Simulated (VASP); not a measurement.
# Si (P6_3/mmc) in VASP: notebook, part 2 of 2

VASP 6.6.1. The steps go on from the part before.

## 4. Single point, PBE

INCAR reads:

```
SYSTEM = Si
PREC = Accurate
ENCUT = 520
EDIFF = 1E-7
ISMEAR = 0
SIGMA = 0.2
LREAL = .False.
LASPH = .True.
NELM = 80
ALGO = Normal
ISIF = 2
LWAVE = .False.
LCHARG = .True.
GGA = PE
LELF = .True.
LVHAR = .True.
NBANDS = 11
```

KPOINTS reads:

```
regular mesh
0
Gamma
  15 15 8
  0 0 0
```

POSCAR reads:

```
Si
1.0
    2.4440000000      0.0000000000      0.0000000000
   -1.2220000000      2.1165660900      0.0000000000
    0.0000000000      0.0000000000      4.1520000000
Si
2
Direct
    0.3333333333      0.6666666667      0.2500000000
    0.6666666667      0.3333333333      0.7500000000
```

Potentials or basis: VASP PAW PBE potentials, release 64 (Si).

Launch:

```
cat potpaw_PBE.64/Si/POTCAR > POTCAR
mpirun -np 1 vasp_std > vasp.out
```

OUTCAR:

```text
SYSTEM = Si
   PREC = Accurate
   ENCUT = 520
   EDIFF = 1E-7
   ISMEAR = 0
   LREAL = .False.
   LASPH = .True.
   NELM = 80
   ISIF = 2
   GGA = PE

 ion  position               nearest neighbor table
   1  0.333  0.667  0.250-   2 2.51   2 2.51   2 2.51   2 2.51   2 2.51   2 2.51
   2  0.667  0.333  0.750-   1 2.51   1 2.51   1 2.51   1 2.51   1 2.51   1 2.51

  LATTYP: Found a hexagonal cell.
 ALAT       =     2.4440000000
 C/A-ratio  =     1.6988543372

  Lattice vectors:

 A1 = (   2.4440000000,   0.0000000000,   0.0000000000)
 A2 = (  -1.2220000000,   2.1165660900,   0.0000000000)
 A3 = (   0.0000000000,   0.0000000000,   4.1520000000)

Analysis of symmetry for initial positions (statically):
=====================================================================
 Subroutine PRICEL returns:
 Original cell was already a primitive cell.

 Routine SETGRP: Setting up the symmetry group for a
 hexagonal supercell.

 Subroutine GETGRP returns: Found 24 space group operations
 (whereof 12 operations were pure point group operations)
 out of a pool of 24 trial point group operations.

The static configuration has the point symmetry D_3d.
 The point group associated with its full space group is D_6h.

Analysis of symmetry for dynamics (positions and initial velocities):
=====================================================================
 Subroutine PRICEL returns:
 Original cell was already a primitive cell.

 Routine SETGRP: Setting up the symmetry group for a
 hexagonal supercell.

 Subroutine GETGRP returns: Found 24 space group operations
 (whereof 12 operations were pure point group operations)
 out of a pool of 24 trial point group operations.

The dynamic configuration has the point symmetry D_3d.
 The point group associated with its full space group is D_6h.

 Subroutine INISYM returns: Found 24 space group operations
 (whereof 12 operations are pure point group operations),
 and found     1 'primitive' translations

----------------------------------------------------------------------------------------

                                     Primitive cell

  volume of cell :      21.4778

  direct lattice vectors                    reciprocal lattice vectors
     2.444000000  0.000000000  0.000000000     0.409165303  0.236231697  0.000000000
    -1.222000000  2.116566090  0.000000000     0.000000000  0.472463395  0.000000000
     0.000000000  0.000000000  4.152000000     0.000000000  0.000000000  0.240847784

  length of vectors
     2.444000000  2.444000003  4.152000000     0.472463395  0.472463395  0.240847784

  position of ions in fractional coordinates (direct lattice)
     0.333333333  0.666666667  0.250000000
     0.666666667  0.333333333  0.750000000

  ion indices of the primitive-cell ions
   primitive index   ion index
                 1           1
                 2           2

----------------------------------------------------------------------------------------

 KPOINTS: regular mesh

Automatic generation of k-mesh.
 Grid dimensions read from file:
 generate k-points for:   15   15    8

 Generating k-lattice:

  Cartesian coordinates                     Fractional coordinates (reciprocal lattice)
     0.027277687  0.015748780  0.000000000     0.066666667  0.000000000  0.000000000
     0.000000000  0.031497560  0.000000000     0.000000000  0.066666667  0.000000000
     0.000000000  0.000000000  0.030105973     0.000000000  0.000000000  0.125000000

  Length of vectors
     0.031497560  0.031497560  0.030105973

  Shift w.r.t. Gamma in fractional coordinates (k-lattice)
     0.000000000  0.000000000  0.000000000

 Subroutine IBZKPT returns following result:
 ===========================================

 Found    135 irreducible k-points:

 Following reciprocal coordinates:
            Coordinates               Weight
  0.000000  0.000000  0.000000      1.000000
  0.066667  0.000000  0.000000      6.000000
  0.133333  0.000000  0.000000      6.000000
  0.200000  0.000000  0.000000      6.000000
  0.266667  0.000000  0.000000      6.000000
  0.333333  0.000000  0.000000      6.000000
[... 16 lines left out ...]
  0.333333  0.200000  0.000000     12.000000
  0.400000  0.200000  0.000000      6.000000
 [... further k-points ...]
   k-points           NKPTS =    135   k-points in BZ     NKDIM =    135   number of bands    NBANDS=     11
   number of dos      NEDOS =    301   number of ions     NIONS =      2
   total plane-waves  NPLWV =  10368
   dimension x,y,z NGX =    18 NGY =   18 NGZ =   32
   dimension x,y,z NGXF=    36 NGYF=   36 NGZF=   64
   ions per type =               2
   NGX,Y,Z   is equivalent  to a cutoff of  12.24, 12.24, 12.81 a.u.
   NGXF,Y,Z  is equivalent  to a cutoff of  24.49, 24.49, 25.63 a.u.
 SYSTEM =  Si
   PREC   = accura    normal or accurate (medium, high low for compatibility)
   ISTART =      0    job   : 0-new  1-cont  2-samecut
   ICHARG =      2    charge: 1-file 2-atom 10-const
   ISPIN  =      1    spin polarized calculation?
   LNONCOLLINEAR =      F non collinear calculations
   LSORBIT =      F    spin-orbit coupling
   LASPH  =      T    aspherical Exc in radial PAW
   ENCUT  =  520.0 eV  38.22 Ry    6.18 a.u.   4.54  4.54  7.72*2*pi/ulx,y,z
   NELM   =     80;   NELMIN=  2; NELMDL= -5     # of ELM steps
   EDIFF  = 0.1E-06   stopping-criterion for ELM
   LREAL  =      F    real-space projection
   EDIFFG = 0.1E-05   stopping-criterion for IOM
   NSW    =      0    number of steps for IOM
   IBRION =     -1    ionic relax: 0-MD 1-quasi-New 2-CG
   NFREE  =      0    steps in history (QN), initial steepest desc. (CG)
   ISIF   =      2    stress and relaxation
   ISYM   =      2    0-nonsym 1-usesym 2-fastsym
   POTIM  = 0.5000    time-step for ionic-motion
   TEBEG  =    0.0;   TEEND  =   0.0 temperature during run
   PSTRESS=    0.0 pullay stress
   NELECT =       8.0000    total number of electrons
   NUPDOWN=      -1.0000    fix difference up-down
   EMIN   =  10.00;   EMAX   =-10.00  energy-range for DOS
   EFERMI =   0.00;   METHOD = LEGACY
   ISMEAR =     0;   SIGMA  =   0.20  broadening in eV -4-tet -1-fermi 0-gaus
   EFERMI_NEDOS =   21; number of points for ismear=-14 and -15
   IALGO  =     38    algorithm
   IMIX   =      4    mixing-type and parameters
     AMIX     =   0.40;   BMIX     =  1.00
     AMIX_MAG =   1.60;   BMIX_MAG =  1.00
  volume/ion in A,a.u.               =      10.74        72.47
  Fermi-wavevector in a.u.,A,eV,Ry     =   1.177899  2.225906 18.877348  1.387446
  Thomas-Fermi vector in A             =   2.314237
   LORBIT       =      0    0 simple, 1 ext, 2 COOP (PROOUT), +10 PAW based schemes
   GGA     = PE    functional components
   LHFCALC =     F    Hartree Fock is set to
   AEXX    =    0.0000 exact exchange contribution
   IVDW    =     0    specifies the selected vdW correction
   LEPSILON=     F    determine dielectric tensor
   LRPA    =     F    only Hartree local field effects (RPA)
 non-spin polarized calculation
 Gauss-broadening in eV      SIGMA  =   0.20
  energy-cutoff  :      520.00
  volume of cell :       21.48
 maximum number of plane-waves:       598
   NGX =  9   NGY =  9   NGZ = 15

 number of electron       8.0000001 magnetization

 Free energy of the ion-electron system (eV)
  ---------------------------------------------------
  ext. energy  EPLUGINS =         0.00000000
  ---------------------------------------------------
  free energy    TOTEN  =        -9.00735549 eV

  energy without entropy =       -8.99422775  energy(sigma->0) =       -9.00079162

 E-fermi :  14.4996     XC(G=0): -12.4400

 val. band max:       14.4926317154   @ k =   0.2000   0.1333   0.1250
 cond. band min:      14.5289330062   @ k =   0.2667   0.0000   0.2500
 fundamental gap:      0.0363012909
 Fermi energy:        14.4996425650

 k-point     1 :       0.0000    0.0000    0.0000
  band No.  band energies     occupation
      1      -2.9077      2.00000
      2       5.3100      2.00000
      3       5.3458      2.00000
      4      26.0482      0.00000
      5      26.0482      0.00000
      6      26.3968      0.00000
      7      26.4326      0.00000
      8      26.4326      0.00000
      9      28.5656      0.00000
     10      30.8730      0.00000
     11      31.9311      0.00000
[... 309 lines left out ...]
 k-point    24 :       0.4000    0.2000    0.0000
  band No.  band energies     occupation
      1       5.8471      2.00000
      2       5.9632      2.00000
      3      11.6353      2.00000
      4      13.2034      2.00000
      5      13.4254      2.00000
      6      14.4023      1.50871
      7      15.5969      0.00000
      8      20.2361      0.00000
      9      20.3283      0.00000
     10      29.8017      0.00000
     11      34.5692      0.00000

 [... further k-points ...]
[... 5 lines left out ...]
  --------------------------------------------------------------------------------------
  -------------------------------------------------------------------------------------
  Total        6.6032250      6.6032251      6.5112471      0.0000000      0.0000000      0.0000000
  in kB      492.5794630    492.5794645    485.7182058      0.0000000      0.0000000      0.0000000
  external PRESSURE =     490.2923778 kB  Pullay stress =       0.0000000 kB

 VOLUME and BASIS-vectors are now :
 -----------------------------------------------------------------------------
  energy-cutoff  :      520.00
  volume of cell :       21.48
      direct lattice vectors                 reciprocal lattice vectors
     2.444000000  0.000000000  0.000000000     0.409165303  0.236231697  0.000000000
    -1.222000000  2.116566090  0.000000000     0.000000000  0.472463395  0.000000000
     0.000000000  0.000000000  4.152000000     0.000000000  0.000000000  0.240847784

 POSITION                                       TOTAL-FORCE (eV/Angst)
 -----------------------------------------------------------------------------------
     -0.00000      1.41104      1.03800         0.000000      0.000000      0.000000
      1.22200      0.70552      3.11400        -0.000000     -0.000000      0.000000
 -----------------------------------------------------------------------------------
    total drift:                               -0.000000      0.000000     -0.000000

  FREE ENERGIE OF THE ION-ELECTRON SYSTEM (eV)
  ---------------------------------------------------
  free  energy   TOTEN  =        -9.0073554932 eV

  energy  without entropy=       -8.9942277541  energy(sigma->0) =       -9.00079162
```

OSZICAR:

```text
N       E                     dE             d eps       ncg     rms          rms(c)
DAV:   1     0.689915375294E+01    0.68992E+01   -0.36880E+03  2970   0.633E+02
DAV:   2    -0.871399635599E+01   -0.15613E+02   -0.15008E+02  3887   0.911E+01
DAV:   3    -0.907944534248E+01   -0.36545E+00   -0.36366E+00  3887   0.111E+01
DAV:   4    -0.908029059765E+01   -0.84526E-03   -0.84519E-03  3623   0.672E-01
DAV:   5    -0.908029255724E+01   -0.19596E-05   -0.19605E-05  3765   0.296E-02    0.673E+00
DAV:   6    -0.903490853298E+01    0.45384E-01   -0.63871E-03  3399   0.419E-01    0.377E+00
DAV:   7    -0.900761571436E+01    0.27293E-01   -0.13492E-02  3229   0.617E-01    0.218E-01
DAV:   8    -0.900736010488E+01    0.25561E-03   -0.16778E-04  4223   0.932E-02    0.341E-02
DAV:   9    -0.900735639407E+01    0.37108E-05   -0.46767E-06  3549   0.128E-02    0.249E-03
DAV:  10    -0.900735565725E+01    0.73682E-06   -0.19645E-07  3571   0.254E-03    0.835E-04
DAV:  11    -0.900735553199E+01    0.12526E-06   -0.12858E-08  2181   0.796E-04    0.248E-04
DAV:  12    -0.900735549321E+01    0.38781E-07   -0.84600E-10  2088   0.226E-04
   1 F= -.90073555E+01 E0= -.90007916E+01  d E =-.131277E-01
```

It took 19 s on 1 thread of Intel Xeon Platinum 8488C (Sapphire Rapids), shared host; peak memory 0.14 GiB.

Results:

```
Free energy            : -9.0074 eV
Pressure               : 49.0 GPa
Band gap on the k mesh : zero (bands 4 and 5 overlap by 15.31 eV)
```

Caveat: the cell stands under pressure.

## 5. Single point, PBE

INCAR reads:

```
PREC = Accurate
ENCUT = 520
EDIFF = 1E-6
ISMEAR = 0
SIGMA = 0.1
LREAL = F
LASPH = T
NELM = 100
ALGO = Normal
ISIF = 2
LWAVE = F
LCHARG = T
GGA = PE
LELF = T
LVHAR = T
NBANDS = 11
```

KPOINTS reads:

```
Automatic mesh
0
Gamma
  15 15 8
```

POSCAR is that of step 4.

Launch:

```
cat potpaw_PBE.64/Si/POTCAR > POTCAR
mpirun -np 1 vasp_std > vasp.out
```

Run time: 17 s. Hardware: 1 thread of Intel Xeon Platinum 8488C (Sapphire Rapids), shared host; peak memory 0.14 GiB.

The run converged. Its results:

```yaml
Free_energy: -9.0028 eV
Pressure: 49.0 GPa
Band_gap_on_the_k_mesh: zero (bands 4 and 5 overlap by 15.31 eV)
```

Stress tensor (GPa, compression positive):
```
49.15  0.00  0.00
 0.00 49.15  0.00
 0.00  0.00 48.82
```

Levels at points of the mesh, in eV from the Fermi level:
| k point | band 1 | band 2 | band 3 | band 4 | band 5 | band 6 | band 7 | band 8 | band 9 |
| --- | --- | --- | --- | --- | --- | --- | --- | --- | --- |
| (0.00, 0.00, 0.00) | -17.39 | -9.18 | -9.14 | 11.56 | 11.56 | 11.91 | 11.95 | 11.95 | 14.08 |
| (0.00, 0.00, 0.50) | -15.30 | -15.30 | 0.65 | 0.65 | 12.93 | 12.93 | 12.93 | 12.93 | 14.12 |

Caveat: the cell stands under pressure.

## 6. Summary

```tsv
smearing	gap on the mesh (eV)	pressure (GPa)
gaussian 0.5 eV	none	49.2
gaussian 0.3 eV	none	49.0
gaussian 0.2 eV	none	49.0
gaussian 0.1 eV	none	49.0
```

Alike in all rows: task single point; level PBE; potentials or basis VASP PAW PBE potentials, release 64 (Si); no spin polarisation; cell as given; k mesh 15 × 15 × 8; cutoff (eV) 520.

Caveats: the cell stands under pressure; so wide a smearing shifts energies and pressures (at least some runs).

Absolute energies hang on the potentials; compare differences alone.
